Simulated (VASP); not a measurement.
# HgTe (Coloradoite) (F-43m) in VASP: a series of runs, part 2 of 2

VASP 6.6.1. The steps go on from the part before.

**4. Single point, LDA**

This run uses another cell than the first one, of 31.89 Å³/atom, 1.021 times its volume.

File INCAR:

```
PREC = Accurate
ENCUT = 520
EDIFF = 1E-7
ISMEAR = -1
SIGMA = 0.05
LREAL = False
LASPH = True
NELM = 80
ALGO = Normal
ISIF = 2
LWAVE = False
LCHARG = True
GGA = CA
LELF = True
LVHAR = True
NBANDS = 16
```

File KPOINTS:

```
regular mesh
0
Gamma
  7 7 7
```

File POSCAR:

```
HgTe
1.0
    0.0000000000      3.1710554852      3.1710554852
    3.1710554852      0.0000000000      3.1710554852
    3.1710554852      3.1710554852      0.0000000000
Hg Te
1 1
Direct
    0.0000000000      0.0000000000      0.0000000000
    0.7500000000      0.7500000000      0.7500000000
```

Potentials or basis: VASP PAW LDA potentials, release 64 (Hg, Te).

Launch:

```sh
$ cat potpaw_LDA.64/Hg/POTCAR potpaw_LDA.64/Te/POTCAR > POTCAR
$ mpirun -np 1 vasp_std > vasp.out
```

OUTCAR:

```text
PREC = Accurate
   ENCUT = 520
   EDIFF = 1E-7
   ISMEAR = -1
   LREAL = False
   LASPH = True
   NELM = 80
   ISIF = 2
   GGA = CA

 ion  position               nearest neighbor table
   1  0.000  0.000  0.000-   2 2.75   2 2.75   2 2.75   2 2.75
   2  0.750  0.750  0.750-   1 2.75   1 2.75   1 2.75   1 2.75

  LATTYP: Found a face centered cubic cell.
 ALAT       =     6.3421109704

  Lattice vectors:

 A1 = (   0.0000000000,   3.1710554852,   3.1710554852)
 A2 = (   3.1710554852,   0.0000000000,   3.1710554852)
 A3 = (   3.1710554852,   3.1710554852,   0.0000000000)

Analysis of symmetry for initial positions (statically):
=====================================================================
 Subroutine PRICEL returns:
 Original cell was already a primitive cell.

 Routine SETGRP: Setting up the symmetry group for a
 face centered cubic supercell.

 Subroutine GETGRP returns: Found 24 space group operations
 (whereof 24 operations were pure point group operations)
 out of a pool of 48 trial point group operations.

The static configuration has the point symmetry T_d .

Analysis of symmetry for dynamics (positions and initial velocities):
=====================================================================
 Subroutine PRICEL returns:
 Original cell was already a primitive cell.

 Routine SETGRP: Setting up the symmetry group for a
 face centered cubic supercell.

 Subroutine GETGRP returns: Found 24 space group operations
 (whereof 24 operations were pure point group operations)
 out of a pool of 48 trial point group operations.

The dynamic configuration has the point symmetry T_d .

 Subroutine INISYM returns: Found 24 space group operations
 (whereof 24 operations are pure point group operations),
 and found     1 'primitive' translations

----------------------------------------------------------------------------------------

                                     Primitive cell

  volume of cell :      63.7737

  direct lattice vectors                    reciprocal lattice vectors
     0.000000000  3.171055485  3.171055485    -0.157676207  0.157676207  0.157676207
     3.171055485  0.000000000  3.171055485     0.157676207 -0.157676207  0.157676207
     3.171055485  3.171055485  0.000000000     0.157676207  0.157676207 -0.157676207

  length of vectors
     4.484549674  4.484549674  4.484549674     0.273103201  0.273103201  0.273103201

  position of ions in fractional coordinates (direct lattice)
     0.000000000  0.000000000  0.000000000
     0.750000000  0.750000000  0.750000000

  ion indices of the primitive-cell ions
   primitive index   ion index
                 1           1
                 2           2

----------------------------------------------------------------------------------------

 KPOINTS: regular mesh

Automatic generation of k-mesh.
 Grid dimensions read from file:
 generate k-points for:    7    7    7

 Generating k-lattice:

  Cartesian coordinates                     Fractional coordinates (reciprocal lattice)
    -0.022525172  0.022525172  0.022525172     0.142857143  0.000000000  0.000000000
     0.022525172 -0.022525172  0.022525172     0.000000000  0.142857143  0.000000000
     0.022525172  0.022525172 -0.022525172     0.000000000  0.000000000  0.142857143

  Length of vectors
     0.039014743  0.039014743  0.039014743

  Shift w.r.t. Gamma in fractional coordinates (k-lattice)
     0.000000000  0.000000000  0.000000000

 Subroutine IBZKPT returns following result:
 ===========================================

 Found     20 irreducible k-points:

 Following reciprocal coordinates:
            Coordinates               Weight
  0.000000  0.000000  0.000000      1.000000
  0.142857  0.000000  0.000000      8.000000
  0.285714  0.000000  0.000000      8.000000
  0.428571  0.000000  0.000000      8.000000
  0.142857  0.142857  0.000000      6.000000
  0.285714  0.142857  0.000000     24.000000
[... 12 lines left out ...]
 -0.428571  0.428571  0.142857     24.000000
 -0.285714  0.428571  0.142857     24.000000
   k-points           NKPTS =     20   k-points in BZ     NKDIM =     20   number of bands    NBANDS=     16
   number of dos      NEDOS =    301   number of ions     NIONS =      2
   total plane-waves  NPLWV =  46656
   dimension x,y,z NGX =    36 NGY =   36 NGZ =   36
   dimension x,y,z NGXF=    72 NGYF=   72 NGZF=   72
   ions per type =               1   1
   NGX,Y,Z   is equivalent  to a cutoff of  13.35, 13.35, 13.35 a.u.
   NGXF,Y,Z  is equivalent  to a cutoff of  26.69, 26.69, 26.69 a.u.
 SYSTEM =  unknown system
   PREC   = accura    normal or accurate (medium, high low for compatibility)
   ISTART =      0    job   : 0-new  1-cont  2-samecut
   ICHARG =      2    charge: 1-file 2-atom 10-const
   ISPIN  =      1    spin polarized calculation?
   LNONCOLLINEAR =      F non collinear calculations
   LSORBIT =      F    spin-orbit coupling
   LASPH  =      T    aspherical Exc in radial PAW
   ENCUT  =  520.0 eV  38.22 Ry    6.18 a.u.   8.34  8.34  8.34*2*pi/ulx,y,z
   NELM   =     80;   NELMIN=  2; NELMDL= -5     # of ELM steps
   EDIFF  = 0.1E-06   stopping-criterion for ELM
   LREAL  =      F    real-space projection
   EDIFFG = 0.1E-05   stopping-criterion for IOM
   NSW    =      0    number of steps for IOM
   IBRION =     -1    ionic relax: 0-MD 1-quasi-New 2-CG
   NFREE  =      0    steps in history (QN), initial steepest desc. (CG)
   ISIF   =      2    stress and relaxation
   ISYM   =      2    0-nonsym 1-usesym 2-fastsym
   POTIM  = 0.5000    time-step for ionic-motion
   TEBEG  =    0.0;   TEEND  =   0.0 temperature during run
   PSTRESS=    0.0 pullay stress
   NELECT =      18.0000    total number of electrons
   NUPDOWN=      -1.0000    fix difference up-down
   EMIN   =  10.00;   EMAX   =-10.00  energy-range for DOS
   EFERMI =   0.00;   METHOD = LEGACY
   ISMEAR =    -1;   SIGMA  =   0.05  broadening in eV -4-tet -1-fermi 0-gaus
   EFERMI_NEDOS =   21; number of points for ismear=-14 and -15
   IALGO  =     38    algorithm
   IMIX   =      4    mixing-type and parameters
     AMIX     =   0.40;   BMIX     =  1.00
     AMIX_MAG =   1.60;   BMIX_MAG =  1.00
  volume/ion in A,a.u.               =      31.89       215.18
  Fermi-wavevector in a.u.,A,eV,Ry     =   1.073870  2.029321 15.690203  1.153197
  Thomas-Fermi vector in A             =   2.209682
   LORBIT       =      0    0 simple, 1 ext, 2 COOP (PROOUT), +10 PAW based schemes
   GGA     = CA    functional components
   LHFCALC =     F    Hartree Fock is set to
   AEXX    =    0.0000 exact exchange contribution
   IVDW    =     0    specifies the selected vdW correction
   LEPSILON=     F    determine dielectric tensor
   LRPA    =     F    only Hartree local field effects (RPA)
 non-spin polarized calculation
  energy-cutoff  :      520.00
  volume of cell :       63.77
 maximum number of plane-waves:      1759
 NGX is ok and might be reduce to    36
   NGX = 17   NGY = 17   NGZ = 17

 number of electron      17.9999998 magnetization

 Free energy of the ion-electron system (eV)
  ---------------------------------------------------
  ext. energy  EPLUGINS =         0.00000000
  ---------------------------------------------------
  free energy    TOTEN  =        -5.00638699 eV

  energy without entropy =       -5.00574191  energy(sigma->0) =       -5.00606445

 E-fermi :   3.5808     XC(G=0):  -9.3513

 val. band max:        3.5425203884   @ k =   0.0000   0.0000   0.0000
 cond. band min:       4.1636193236   @ k =   0.4286   0.0000   0.0000
 fundamental gap:      0.6210989352
 Fermi energy:         3.5808017687

 k-point     1 :       0.0000    0.0000    0.0000
  band No.  band energies     occupation
      1      -8.9311      2.00000
      2      -4.1904      2.00000
      3      -4.1904      2.00000
      4      -4.1904      2.00000
      5      -3.5856      2.00000
      6      -3.5856      2.00000
[... 8 lines left out ...]
     15      13.1343      0.00000
     16      13.1345      0.00000
[... 343 lines left out ...]
 k-point    20 :      -0.2857    0.4286    0.1429
  band No.  band energies     occupation
      1      -8.0741      2.00000
      2      -3.9653      2.00000
      3      -3.8930      2.00000
      4      -3.6690      2.00000
      5      -3.6065      2.00000
      6      -2.9613      2.00000
[... 8 lines left out ...]
     15      13.6144      0.00000
     16      15.4278      0.00000

------------------------ aborting loop because EDIFF is reached ----------------------------------------

  FORCE on cell =-STRESS in cart. coord.  units (eV):
  Direction    XX          YY          ZZ          XY          YZ          ZX
  --------------------------------------------------------------------------------------
  -------------------------------------------------------------------------------------
  Total        1.0623396      1.0623396      1.0623396     -0.0000000      0.0000000      0.0000000
  in kB       26.6890071     26.6890071     26.6890071     -0.0000000      0.0000000      0.0000000
  external PRESSURE =      26.6890071 kB  Pullay stress =       0.0000000 kB

 VOLUME and BASIS-vectors are now :
 -----------------------------------------------------------------------------
  energy-cutoff  :      520.00
  volume of cell :       63.77
      direct lattice vectors                 reciprocal lattice vectors
     0.000000000  3.171055485  3.171055485    -0.157676207  0.157676207  0.157676207
     3.171055485  0.000000000  3.171055485     0.157676207 -0.157676207  0.157676207
     3.171055485  3.171055485  0.000000000     0.157676207  0.157676207 -0.157676207

 POSITION                                       TOTAL-FORCE (eV/Angst)
 -----------------------------------------------------------------------------------
      0.00000      0.00000      0.00000        -0.000000     -0.000000     -0.000000
      4.75658      4.75658      4.75658         0.000000      0.000000      0.000000
 -----------------------------------------------------------------------------------
    total drift:                               -0.000000     -0.000000     -0.000000

  FREE ENERGIE OF THE ION-ELECTRON SYSTEM (eV)
  ---------------------------------------------------
  free  energy   TOTEN  =        -5.0063869916 eV

  energy  without entropy=       -5.0057419114  energy(sigma->0) =       -5.00606445
```

stdout:

```text
POSCAR found type information on POSCAR HgTe
 POSCAR found :  2 types and       2 ions
 scaLAPACK will be used
 LDA part: xc-table for (Slater(with rela. corr.)+CA(PZ))
 , standard interpolation
 POSCAR, INCAR and KPOINTS ok, starting setup
 FFT: planning ... GRIDC
 FFT: planning ... GRID_SOFT
 FFT: planning ... GRID
 WAVECAR not read
 entering main loop
```

It took 16 s on 1 thread of Intel Xeon 6975P-C (Granite Rapids), shared host; peak memory 0.18 GiB.

Results:

```yaml
Free_energy: -5.0064 eV
Pressure: 2.7 GPa
Band_gap_on_the_k_mesh: zero (filled and empty bands touch)
```

Levels at points of the mesh, in eV from the Fermi level:
```csv
k point,band 5,band 6,band 7,band 8,band 9,band 10,band 11,band 12,band 13,band 14
"(0.00, 0.00, 0.00)",-7.17,-7.17,-0.77,-0.04,-0.04,-0.04,4.01,4.01,4.01,6.18
```

Caveat: spin-orbit coupling is left out, which moves the levels of the heavy elements.

**5. Single point, LDA**

This run uses another cell than the first one, of 32.55 Å³/atom, 1.043 times its volume.

Edit INCAR of step 4 so:

```diff
@@ -11,6 +11,3 @@
 LWAVE = False
-LCHARG = True
-GGA = CA
-LELF = True
-LVHAR = True
+LCHARG = False
 NBANDS = 16
```

KPOINTS is that of step 4.

File POSCAR:

```
HgTe
1.0
    0.0000000000      3.1929255244      3.1929255244
    3.1929255244      0.0000000000      3.1929255244
    3.1929255244      3.1929255244      0.0000000000
Hg Te
1 1
Direct
    0.0000000000      0.0000000000      0.0000000000
    0.7500000000      0.7500000000      0.7500000000
```

Potentials or basis: VASP PAW LDA potentials, release 64 (Hg, Te).

Launch:

```sh
$ cat potpaw_LDA.64/Hg/POTCAR potpaw_LDA.64/Te/POTCAR > POTCAR
$ mpirun -np 1 vasp_std > vasp.out
```

OUTCAR:

```text
PREC = Accurate
   ENCUT = 520
   EDIFF = 1E-7
   ISMEAR = -1
   LREAL = False
   LASPH = True
   NELM = 80
   ISIF = 2

 ion  position               nearest neighbor table
   1  0.000  0.000  0.000-   2 2.77   2 2.77   2 2.77   2 2.77
   2  0.750  0.750  0.750-   1 2.77   1 2.77   1 2.77   1 2.77

  LATTYP: Found a face centered cubic cell.
 ALAT       =     6.3858510488

  Lattice vectors:

 A1 = (   0.0000000000,   3.1929255244,   3.1929255244)
[... 559 lines left out ...]
------------------------ aborting loop because EDIFF is reached ----------------------------------------

  FORCE on cell =-STRESS in cart. coord.  units (eV):
  Direction    XX          YY          ZZ          XY          YZ          ZX
  --------------------------------------------------------------------------------------
  -------------------------------------------------------------------------------------
  Total        0.6020013      0.6020013      0.6020013     -0.0000000      0.0000000     -0.0000000
  in kB       14.8153421     14.8153421     14.8153421     -0.0000000      0.0000000     -0.0000000
  external PRESSURE =      14.8153421 kB  Pullay stress =       0.0000000 kB

 VOLUME and BASIS-vectors are now :
 -----------------------------------------------------------------------------
  energy-cutoff  :      520.00
  volume of cell :       65.10
      direct lattice vectors                 reciprocal lattice vectors
     0.000000000  3.192925524  3.192925524    -0.156596199  0.156596199  0.156596199
     3.192925524  0.000000000  3.192925524     0.156596199 -0.156596199  0.156596199
     3.192925524  3.192925524  0.000000000     0.156596199  0.156596199 -0.156596199

 POSITION                                       TOTAL-FORCE (eV/Angst)
 -----------------------------------------------------------------------------------
      0.00000      0.00000      0.00000        -0.000000     -0.000000     -0.000000
      4.78939      4.78939      4.78939         0.000000      0.000000      0.000000
 -----------------------------------------------------------------------------------
    total drift:                               -0.000000     -0.000000     -0.000000

  FREE ENERGIE OF THE ION-ELECTRON SYSTEM (eV)
  ---------------------------------------------------
  free  energy   TOTEN  =        -5.0239101162 eV

  energy  without entropy=       -5.0232472761  energy(sigma->0) =       -5.02357870
```

OSZICAR:

```text
N       E                     dE             d eps       ncg     rms          rms(c)
DAV:   1     0.105220051011E+03    0.10522E+03   -0.82458E+03   656   0.983E+02
DAV:   2    -0.147455673028E+01   -0.10669E+03   -0.99255E+02   744   0.230E+02
DAV:   3    -0.522405084950E+01   -0.37495E+01   -0.37391E+01   776   0.442E+01
DAV:   4    -0.526082359741E+01   -0.36773E-01   -0.36770E-01   960   0.402E+00
DAV:   5    -0.526118843873E+01   -0.36484E-03   -0.36484E-03   816   0.278E-01    0.831E+00
DAV:   6    -0.504194950261E+01    0.21924E+00   -0.40953E-01   776   0.900E+00    0.649E+00
DAV:   7    -0.502693700966E+01    0.15012E-01   -0.97908E-02   744   0.221E+00    0.222E+00
DAV:   8    -0.502424674356E+01    0.26903E-02   -0.11466E-02   696   0.127E+00    0.548E-01
DAV:   9    -0.502391646417E+01    0.33028E-03   -0.70449E-04   840   0.298E-01    0.133E-01
DAV:  10    -0.502390934163E+01    0.71225E-05   -0.65644E-05   816   0.718E-02    0.526E-02
DAV:  11    -0.502391135159E+01   -0.20100E-05   -0.16379E-05   808   0.375E-02    0.309E-02
DAV:  12    -0.502391009716E+01    0.12544E-05   -0.29867E-06   712   0.158E-02    0.133E-02
DAV:  13    -0.502391011619E+01   -0.19033E-07   -0.26089E-07   824   0.292E-03
   1 F= -.50239101E+01 E0= -.50235787E+01  d E =-.662840E-03
```

stdout:

```text
POSCAR found type information on POSCAR HgTe
 POSCAR found :  2 types and       2 ions
 scaLAPACK will be used
 LDA part: xc-table for (Slater(with rela. corr.)+CA(PZ))
 , standard interpolation
 POSCAR, INCAR and KPOINTS ok, starting setup
 FFT: planning ... GRIDC
 FFT: planning ... GRID_SOFT
 FFT: planning ... GRID
 WAVECAR not read
 entering main loop
```

Wall time 15 s (1 thread of Intel Xeon 6975P-C (Granite Rapids), shared host); peak memory 0.18 GiB.

Results:

- Free energy: -5.0239 eV
- Pressure: 1.5 GPa
- Band gap on the k mesh: zero (filled and empty bands touch)

Caveat: spin-orbit coupling is left out, which moves the levels of the heavy elements.

**6. Summary**

```csv
level,potentials or basis,cell,gap on the mesh (eV),pressure (GPa)
RPBE+D4,"VASP PAW PBE potentials, release 64 (Hg, Te)","a = 4.453 Å, angles 60.0°, 2 atoms",none,6.0
PBE exchange alone,"VASP PAW PBE potentials, release 64 (Hg, Te)","a = 4.453 Å, angles 60.0°, 2 atoms",none,17.8
LDA,"VASP PAW LDA potentials, release 64 (Hg, Te)","a = 4.485 Å, angles 60.0°, 2 atoms",none,2.7
LDA,"VASP PAW LDA potentials, release 64 (Hg, Te)","a = 4.515 Å, angles 60.0°, 2 atoms",none,1.5
```

Alike in all rows: task single point; no spin polarisation; k mesh 7 × 7 × 7; cutoff (eV) 520; smearing fermi-dirac 0.05 eV.

Caveats: spin-orbit coupling is left out, which moves the levels of the heavy elements; the PAW data sets were made with another functional, which shifts forces and pressure a little (some runs); pairwise dispersion overbinds metals, which lowers pressure and volume (some runs).

Absolute energies hang on the potentials; compare differences alone.
